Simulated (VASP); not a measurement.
# GaSb3 (I4/mmm) in VASP: a series of runs

The runs below take GaSb3 through single point, with PBEsol.

Everything below comes from runs of VASP 6.6.1. Logs are shortened: lines on timing, memory, paths and dates and some standing lists are left out, and cuts for length are marked.

### Step 1. The cell of the first run

It takes space group I4/mmm (No. 139, tetragonal). Conventional cell: a = 5.156 Å, b = 5.156 Å, c = 7.490 Å, α = 90.00°, β = 90.00°, γ = 90.00°. Within 4.2 Å of Ga (site symmetry 4/mmm) lie 14 Sb at 3.19 to 3.74 Å. Within 4.2 Å of Sb (site symmetry -4m2) lie 4 Ga at 3.19 Å and 10 Sb at 3.19 to 3.74 Å. Sb (site symmetry 4/mmm) has 8 Sb at 3.19 Å and 6 Ga at 3.65 to 3.74 Å within 4.2 Å.

### Step 2. Single point, PBEsol (24.89 Å³/atom)

The input, INCAR:

```
ALGO = Normal ; EDIFF = 1E-7
ENCUT = 520 ; GGA = PS
ISIF = 2 ; ISMEAR = 0
LASPH = T ; LCHARG = T
LELF = T ; LREAL = F
LVHAR = T ; LWAVE = F
NBANDS = 22 ; NELM = 80
PREC = Accurate ; SIGMA = 0.15
```

The input, KPOINTS:

```
k-points
0
Gamma
  10 10 10
```

The input, POSCAR:

```
GaSb3
1.0
    0.0000000000      3.6461733899      3.7449846887
    3.6461733899      0.0000000000      3.7449846887
    3.6461733899      3.6461733899      0.0000000000
Ga Sb
1 3
Direct
    0.0000000000      0.0000000000      0.0000000000
    0.2500000000      0.2500000000      0.2500000000
    0.7500000000      0.7500000000      0.7500000000
    0.5000000000      0.5000000000      0.5000000000
```

Potentials or basis: VASP PAW PBE potentials, release 64 (Ga_d, Sb).

Run with:

```
$ cat potpaw_PBE.64/Ga_d/POTCAR potpaw_PBE.64/Sb/POTCAR > POTCAR
$ mpirun -np 1 vasp_std > vasp.out
```

OUTCAR:

```text
EDIFF = 1E-7
   ENCUT = 520
   GGA = PS
   ISIF = 2
   ISMEAR = 0
   LASPH = T
   LREAL = F
   NELM = 80
   PREC = Accurate

 ion  position               nearest neighbor table
   1  0.000  0.000  0.000-   3 3.19   3 3.19   2 3.19   3 3.19   2 3.19   2 3.19   3 3.19   2 3.19

   2  0.250  0.250  0.250-   1 3.19   1 3.19   1 3.19   4 3.19   4 3.19   4 3.19   1 3.19   4 3.19
                             3 3.65   3 3.65   3 3.65   3 3.65   3 3.74   3 3.74
   3  0.750  0.750  0.750-   4 3.19   4 3.19   1 3.19   4 3.19   1 3.19   1 3.19   4 3.19   1 3.19
                             2 3.65   2 3.65   2 3.65   2 3.65   2 3.74   2 3.74
   4  0.500  0.500  0.500-   2 3.19   2 3.19   2 3.19   3 3.19   3 3.19   3 3.19   2 3.19   3 3.19

  LATTYP: Found a body centered tetragonal cell.
 ALAT       =     5.1564678588
 C/A-ratio  =     1.4525387499

  Lattice vectors:

 A1 = (  -3.6461733899,   0.0000000000,   3.7449846887)
 A2 = (   3.6461733899,   0.0000000000,   3.7449846887)
 A3 = (   0.0000000000,   3.6461733899,  -3.7449846887)

Analysis of symmetry for initial positions (statically):
=====================================================================
 Subroutine PRICEL returns:
 Original cell was already a primitive cell.

 Routine SETGRP: Setting up the symmetry group for a
 body centered tetragonal supercell.

 Subroutine GETGRP returns: Found 16 space group operations
 (whereof 16 operations were pure point group operations)
 out of a pool of 16 trial point group operations.

The static configuration has the point symmetry D_4h.

Analysis of symmetry for dynamics (positions and initial velocities):
=====================================================================
 Subroutine PRICEL returns:
 Original cell was already a primitive cell.

 Routine SETGRP: Setting up the symmetry group for a
 body centered tetragonal supercell.

 Subroutine GETGRP returns: Found 16 space group operations
 (whereof 16 operations were pure point group operations)
 out of a pool of 16 trial point group operations.

The dynamic configuration has the point symmetry D_4h.

 Subroutine INISYM returns: Found 16 space group operations
 (whereof 16 operations are pure point group operations),
 and found     1 'primitive' translations

----------------------------------------------------------------------------------------

                                     Primitive cell

  volume of cell :      99.5760

  direct lattice vectors                    reciprocal lattice vectors
     0.000000000  3.646173390  3.744984689    -0.137130067  0.137130067  0.133511894
     3.646173390  0.000000000  3.744984689     0.137130067 -0.137130067  0.133511894
     3.646173390  3.646173390  0.000000000     0.137130067  0.137130067 -0.133511894

  length of vectors
     5.226805019  5.226805019  5.156467859     0.235445825  0.235445825  0.235445825

  position of ions in fractional coordinates (direct lattice)
     0.000000000  0.000000000  0.000000000
     0.250000000  0.250000000  0.250000000
     0.750000000  0.750000000  0.750000000
     0.500000000  0.500000000  0.500000000

  ion indices of the primitive-cell ions
   primitive index   ion index
                 1           1
                 2           2
                 3           3
                 4           4

----------------------------------------------------------------------------------------

 KPOINTS: k-points

Automatic generation of k-mesh.
 Grid dimensions read from file:
 generate k-points for:   10   10   10

 Generating k-lattice:

  Cartesian coordinates                     Fractional coordinates (reciprocal lattice)
    -0.013713007  0.013713007  0.013351189     0.100000000  0.000000000  0.000000000
     0.013713007 -0.013713007  0.013351189     0.000000000  0.100000000  0.000000000
     0.013713007  0.013713007 -0.013351189     0.000000000  0.000000000  0.100000000

  Length of vectors
     0.023544582  0.023544582  0.023544582

  Shift w.r.t. Gamma in fractional coordinates (k-lattice)
     0.000000000  0.000000000  0.000000000

 Subroutine IBZKPT returns following result:
 ===========================================

 Found    102 irreducible k-points:

 Following reciprocal coordinates:
            Coordinates               Weight
  0.000000  0.000000  0.000000      1.000000
  0.100000  0.000000  0.000000      8.000000
  0.200000  0.000000  0.000000      8.000000
  0.300000  0.000000  0.000000      8.000000
  0.400000  0.000000  0.000000      8.000000
  0.500000  0.000000  0.000000      4.000000
[... 16 lines left out ...]
  0.300000  0.300000  0.000000      2.000000
  0.400000  0.300000  0.000000      8.000000
 [... further k-points ...]
   k-points           NKPTS =    102   k-points in BZ     NKDIM =    102   number of bands    NBANDS=     22
   number of dos      NEDOS =    301   number of ions     NIONS =      4
   total plane-waves  NPLWV =  64000
   dimension x,y,z NGX =    40 NGY =   40 NGZ =   40
   dimension x,y,z NGXF=    80 NGYF=   80 NGZF=   80
   ions per type =               1   3
   NGX,Y,Z   is equivalent  to a cutoff of  12.72, 12.72, 12.90 a.u.
   NGXF,Y,Z  is equivalent  to a cutoff of  25.45, 25.45, 25.79 a.u.
 SYSTEM =  unknown system
   PREC   = accura    normal or accurate (medium, high low for compatibility)
   ISTART =      0    job   : 0-new  1-cont  2-samecut
   ICHARG =      2    charge: 1-file 2-atom 10-const
   ISPIN  =      1    spin polarized calculation?
   LNONCOLLINEAR =      F non collinear calculations
   LSORBIT =      F    spin-orbit coupling
   LASPH  =      T    aspherical Exc in radial PAW
   ENCUT  =  520.0 eV  38.22 Ry    6.18 a.u.   9.72  9.72  9.59*2*pi/ulx,y,z
   NELM   =     80;   NELMIN=  2; NELMDL= -5     # of ELM steps
   EDIFF  = 0.1E-06   stopping-criterion for ELM
   LREAL  =      F    real-space projection
   EDIFFG = 0.1E-05   stopping-criterion for IOM
   NSW    =      0    number of steps for IOM
   IBRION =     -1    ionic relax: 0-MD 1-quasi-New 2-CG
   NFREE  =      0    steps in history (QN), initial steepest desc. (CG)
   ISIF   =      2    stress and relaxation
   ISYM   =      2    0-nonsym 1-usesym 2-fastsym
   POTIM  = 0.5000    time-step for ionic-motion
   TEBEG  =    0.0;   TEEND  =   0.0 temperature during run
   PSTRESS=    0.0 pullay stress
   NELECT =      28.0000    total number of electrons
   NUPDOWN=      -1.0000    fix difference up-down
   EMIN   =  10.00;   EMAX   =-10.00  energy-range for DOS
   EFERMI =   0.00;   METHOD = LEGACY
   ISMEAR =     0;   SIGMA  =   0.15  broadening in eV -4-tet -1-fermi 0-gaus
   EFERMI_NEDOS =   21; number of points for ismear=-14 and -15
   IALGO  =     38    algorithm
   IMIX   =      4    mixing-type and parameters
     AMIX     =   0.40;   BMIX     =  1.00
     AMIX_MAG =   1.60;   BMIX_MAG =  1.00
  volume/ion in A,a.u.               =      24.89       167.99
  Fermi-wavevector in a.u.,A,eV,Ry     =   1.072530  2.026787 15.651050  1.150320
  Thomas-Fermi vector in A             =   2.208302
   LORBIT       =      0    0 simple, 1 ext, 2 COOP (PROOUT), +10 PAW based schemes
   GGA     = PS    functional components
   LHFCALC =     F    Hartree Fock is set to
   AEXX    =    0.0000 exact exchange contribution
   IVDW    =     0    specifies the selected vdW correction
   LEPSILON=     F    determine dielectric tensor
   LRPA    =     F    only Hartree local field effects (RPA)
 non-spin polarized calculation
 Gauss-broadening in eV      SIGMA  =   0.15
  energy-cutoff  :      520.00
  volume of cell :       99.58
 maximum number of plane-waves:      2714
   NGX = 19   NGY = 19   NGZ = 19

 number of electron      28.0000002 magnetization

 Free energy of the ion-electron system (eV)
  ---------------------------------------------------
  ext. energy  EPLUGINS =         0.00000000
  ---------------------------------------------------
  free energy    TOTEN  =       -16.38874914 eV

  energy without entropy =      -16.36411934  energy(sigma->0) =      -16.37643424

 E-fermi :   7.7882     XC(G=0): -10.4852

 val. band max:        7.7845527498   @ k =  -0.1000   0.2000   0.1000
 cond. band min:       7.7938830809   @ k =  -0.1000   0.5000   0.4000
 fundamental gap:      0.0093303312
 Fermi energy:         7.7881968122

 k-point     1 :       0.0000    0.0000    0.0000
  band No.  band energies     occupation
      1      -6.9440      2.00000
      2      -6.9423      2.00000
      3      -6.9423      2.00000
      4      -6.9294      2.00000
      5      -6.9263      2.00000
      6      -4.9481      2.00000
[... 14 lines left out ...]
     21      14.7984      0.00000
     22      14.9268      0.00000

 k-point     2 :       0.1000    0.0000    0.0000
  band No.  band energies     occupation
      1      -6.9440      2.00000
      2      -6.9425      2.00000
      3      -6.9420      2.00000
      4      -6.9295      2.00000
      5      -6.9264      2.00000
      6      -4.8679      2.00000
[... 14 lines left out ...]
     21      14.1353      0.00000
     22      14.6956      0.00000

 k-point     3 :       0.2000    0.0000    0.0000
  band No.  band energies     occupation
      1      -6.9452      2.00000
      2      -6.9423      2.00000
      3      -6.9413      2.00000
      4      -6.9298      2.00000
      5      -6.9265      2.00000
      6      -4.6286      2.00000
[... 14 lines left out ...]
     21      12.6528      0.00000
     22      13.9948      0.00000

 k-point     4 :       0.3000    0.0000    0.0000
  band No.  band energies     occupation
      1      -6.9473      2.00000
      2      -6.9416      2.00000
      3      -6.9406      2.00000
      4      -6.9300      2.00000
      5      -6.9266      2.00000
      6      -4.2373      2.00000
[... 14 lines left out ...]
     21      13.0337      0.00000
     22      13.5934      0.00000

 k-point     5 :       0.4000    0.0000    0.0000
  band No.  band energies     occupation
      1      -6.9492      2.00000
      2      -6.9411      2.00000
      3      -6.9401      2.00000
      4      -6.9301      2.00000
      5      -6.9267      2.00000
      6      -3.7237      2.00000
[... 14 lines left out ...]
     21      12.7259      0.00000
     22      15.0015      0.00000

 k-point     6 :       0.5000    0.0000    0.0000
  band No.  band energies     occupation
      1      -6.9499      2.00000
      2      -6.9409      2.00000
      3      -6.9399      2.00000
      4      -6.9301      2.00000
      5      -6.9267      2.00000
      6      -3.3344      2.00000
[... 14 lines left out ...]
     21      13.3329      0.00000
     22      16.4341      0.00000

 k-point     7 :       0.1000    0.1000    0.0000
  band No.  band energies     occupation
      1      -6.9449      2.00000
      2      -6.9418      2.00000
      3      -6.9418      2.00000
      4      -6.9293      2.00000
      5      -6.9267      2.00000
      6      -4.8449      2.00000
[... 324 lines left out ...]
      6      -3.1049      2.00000
[... 14 lines left out ...]
     21      12.9897      0.00000
     22      16.1152      0.00000

 k-point    21 :      -0.3000    0.2000    0.0000
  band No.  band energies     occupation
      1      -6.9467      2.00000
      2      -6.9435      2.00000
      3      -6.9394      2.00000
      4      -6.9306      2.00000
      5      -6.9274      2.00000
      6      -3.6078      2.00000
[... 14 lines left out ...]
     21      13.2139      0.00000
     22      15.0634      0.00000

 k-point    22 :      -0.2000    0.2000    0.0000
  band No.  band energies     occupation
      1      -6.9460      2.00000
      2      -6.9431      2.00000
      3      -6.9402      2.00000
      4      -6.9306      2.00000
      5      -6.9267      2.00000
      6      -4.0901      2.00000
[... 14 lines left out ...]
     21      13.7689      0.00000
     22      13.8710      0.00000

 k-point    23 :       0.3000    0.3000    0.0000
  band No.  band energies     occupation
      1      -6.9504      2.00000
      2      -6.9388      2.00000
      3      -6.9388      2.00000
      4      -6.9297      2.00000
      5      -6.9287      2.00000
      6      -4.0285      2.00000
[... 14 lines left out ...]
     21      12.1398      0.00000
     22      12.1559      0.00000

 k-point    24 :       0.4000    0.3000    0.0000
  band No.  band energies     occupation
      1      -6.9513      2.00000
      2      -6.9387      2.00000
      3      -6.9381      2.00000
      4      -6.9303      2.00000
      5      -6.9288      2.00000
      6      -3.6534      2.00000
[... 14 lines left out ...]
     21      12.3316      0.00000
     22      12.7978      0.00000

 [... further k-points ...]
[... 5 lines left out ...]
  --------------------------------------------------------------------------------------
  -------------------------------------------------------------------------------------
  Total       -0.7063576     -0.7063576     -1.3604159      0.0000000     -0.0000000      0.0000000
  in kB      -11.3652907    -11.3652907    -21.8890853      0.0000000     -0.0000000      0.0000000
  external PRESSURE =     -14.8732223 kB  Pullay stress =       0.0000000 kB

 VOLUME and BASIS-vectors are now :
 -----------------------------------------------------------------------------
  energy-cutoff  :      520.00
  volume of cell :       99.58
      direct lattice vectors                 reciprocal lattice vectors
     0.000000000  3.646173390  3.744984689    -0.137130067  0.137130067  0.133511894
     3.646173390  0.000000000  3.744984689     0.137130067 -0.137130067  0.133511894
     3.646173390  3.646173390  0.000000000     0.137130067  0.137130067 -0.133511894

 POSITION                                       TOTAL-FORCE (eV/Angst)
 -----------------------------------------------------------------------------------
      0.00000      0.00000      0.00000         0.000000     -0.000000      0.000000
      1.82309      1.82309      1.87249        -0.000000     -0.000000     -0.000000
      5.46926      5.46926      5.61748         0.000000      0.000000      0.000000
      3.64617      3.64617      3.74498        -0.000000      0.000000      0.000000
 -----------------------------------------------------------------------------------
    total drift:                               -0.000000      0.000000      0.000000

  FREE ENERGIE OF THE ION-ELECTRON SYSTEM (eV)
  ---------------------------------------------------
  free  energy   TOTEN  =       -16.3887491422 eV

  energy  without entropy=      -16.3641193389  energy(sigma->0) =      -16.37643424
```

Wall time 2.4 min (1 thread of AMD EPYC 7R13 (Zen 3), shared host); peak memory 0.35 GiB.

Results:

```
Free energy            : -16.3887 eV
Pressure               : -1.5 GPa
Band gap on the k mesh : zero (bands 14 and 15 overlap by 4.06 eV)
```

Stress tensor (GPa, compression positive):
```
-1.14  0.00  0.00
 0.00 -1.14  0.00
 0.00  0.00 -2.19
```

Caveat: the PAW data sets were made with another functional, which shifts forces and pressure a little; spin-orbit coupling is left out, which moves the levels of the heavy elements.

### Step 3. Single point, PBEsol (25.54 Å³/atom)

This run uses another cell than the first one, of 25.54 Å³/atom.

The input, INCAR:

```
SYSTEM = GaSb3
  ALGO = Normal
  EDIFF = 1E-6
  ENCUT = 520
  GGA = PS
  ISIF = 2
  ISMEAR = 0
  LASPH = .True.
  LCHARG = .False.
  LREAL = .False.
  LWAVE = .False.
  NBANDS = 22
  NELM = 80
  PREC = Accurate
  SIGMA = 0.15
```

The input, KPOINTS:

```
k-points
0
Gamma
  10 10 10
  0 0 0
```

The input, POSCAR:

```
GaSb3
1.0
    0.0000000000      3.6774438738      3.7771026028
    3.6774438738      0.0000000000      3.7771026028
    3.6774438738      3.6774438738      0.0000000000
Ga Sb
1 3
Direct
    0.0000000000      0.0000000000      0.0000000000
    0.2500000000      0.2500000000      0.2500000000
    0.7500000000      0.7500000000      0.7500000000
    0.5000000000      0.5000000000      0.5000000000
```

Potentials or basis: VASP PAW PBE potentials, release 64 (Ga_d, Sb).

Run with:

```
$ cat potpaw_PBE.64/Ga_d/POTCAR potpaw_PBE.64/Sb/POTCAR > POTCAR
$ mpirun -np 1 vasp_std > vasp.out
```

Wall time 2 min (1 thread of AMD EPYC 7R13 (Zen 3), shared host); peak memory 0.35 GiB.

The run converged. Its results:

* Free energy: -16.3536 eV
* Pressure: -2.9 GPa
* Band gap on the k mesh: zero (bands 14 and 15 overlap by 3.93 eV)

Stress tensor (GPa, compression positive):
```
-2.55  0.00  0.00
 0.00 -2.55  0.00
 0.00  0.00 -3.48
```

Levels at points of the mesh, in eV from the Fermi level:
```tsv
k point	band 12	band 13	band 14	band 15	band 16	band 17
(0.00, 0.00, 0.00)	-2.49	-2.47	-2.38	-2.38	-0.86	-0.60
(0.50, 0.00, 0.00)	-2.68	-2.59	-0.32	0.01	1.99	2.23
(0.50, 0.50, 0.00)	0.80	1.16	1.16	1.21	1.91	1.99
(0.50, 0.00, 0.50)	0.62	0.85	0.91	1.29	1.71	2.15
```

Caveat: the PAW data sets were made with another functional, which shifts forces and pressure a little; spin-orbit coupling is left out, which moves the levels of the heavy elements.

### Step 4. Single point, PBEsol (23.60 Å³/atom)

This run uses another cell than the first one, of 23.60 Å³/atom.

The input, INCAR:

```
  ALGO = Normal
  EDIFF = 1E-6
  ENCUT = 520
  GGA = PS
  ISIF = 2
  ISMEAR = 0
  LASPH = True
  LCHARG = False
  LREAL = False
  LWAVE = False
  NBANDS = 22
  NELM = 60
  PREC = Accurate
  SIGMA = 0.15
```

The input, KPOINTS:

```
k-points
0
Gamma
  10 10 10
```

The input, POSCAR:

```
GaSb3
1.0
    0.0000000000      3.5818694797      3.6789381426
    3.5818694797      0.0000000000      3.6789381426
    3.5818694797      3.5818694797      0.0000000000
Ga Sb
1 3
Direct
    0.0000000000      0.0000000000      0.0000000000
    0.2500000000      0.2500000000      0.2500000000
    0.7500000000      0.7500000000      0.7500000000
    0.5000000000      0.5000000000      0.5000000000
```

Run with:

```
$ cat potpaw_PBE.64/Ga_d/POTCAR potpaw_PBE.64/Sb/POTCAR > POTCAR
$ mpirun -np 1 vasp_std > vasp.out
```

It took 4.2 min on 1 thread of Intel Xeon 8259CL, shared host; peak memory 0.34 GiB.

The run converged. Its results:

```
Free energy            : -16.3840 eV
Pressure               : 1.9 GPa
Band gap on the k mesh : zero (bands 14 and 15 overlap by 4.33 eV)
```

Stress tensor (GPa, compression positive):
```
2.40 0.00 0.00
0.00 2.40 0.00
0.00 0.00 1.00
```

Levels at points of the mesh, in eV from the Fermi level:
```tsv
k point	band 11	band 12	band 13	band 14	band 15	band 16	band 17	band 18
(0.00, 0.00, 0.00)	-2.71	-2.71	-2.70	-2.60	-2.60	-1.01	-0.71	-0.71
(0.50, 0.00, 0.00)	-3.81	-2.96	-2.86	-0.12	0.21	2.11	2.38	2.95
(0.50, 0.50, 0.00)	-5.63	1.14	1.30	1.30	1.60	2.14	2.14	2.15
(0.50, 0.00, 0.50)	-5.68	0.94	0.95	1.27	1.44	1.82	2.31	2.48
```

Caveat: the PAW data sets were made with another functional, which shifts forces and pressure a little; spin-orbit coupling is left out, which moves the levels of the heavy elements.

### Step 5. Overview

| cell | gap on the mesh (eV) | pressure (GPa) |
| --- | --- | --- |
| a = 5.227, b = 5.227, c = 5.156 Å, angles 60.4, 60.4, 59.1°, 4 atoms | none | -1.5 |
| a = 5.272, b = 5.272, c = 5.201 Å, angles 60.4, 60.4, 59.1°, 4 atoms | none | -2.9 |
| a = 5.135, b = 5.135, c = 5.066 Å, angles 60.4, 60.4, 59.1°, 4 atoms | none | 1.9 |

Alike in all rows: task single point; level PBEsol; potentials or basis VASP PAW PBE potentials, release 64 (Ga_d, Sb); no spin polarisation; k mesh 10 × 10 × 10; cutoff (eV) 520; smearing gaussian 0.15 eV.

Caveats: the PAW data sets were made with another functional, which shifts forces and pressure a little; spin-orbit coupling is left out, which moves the levels of the heavy elements.

Total energies depend on the potentials used, so only differences within one code and one set of settings carry meaning.
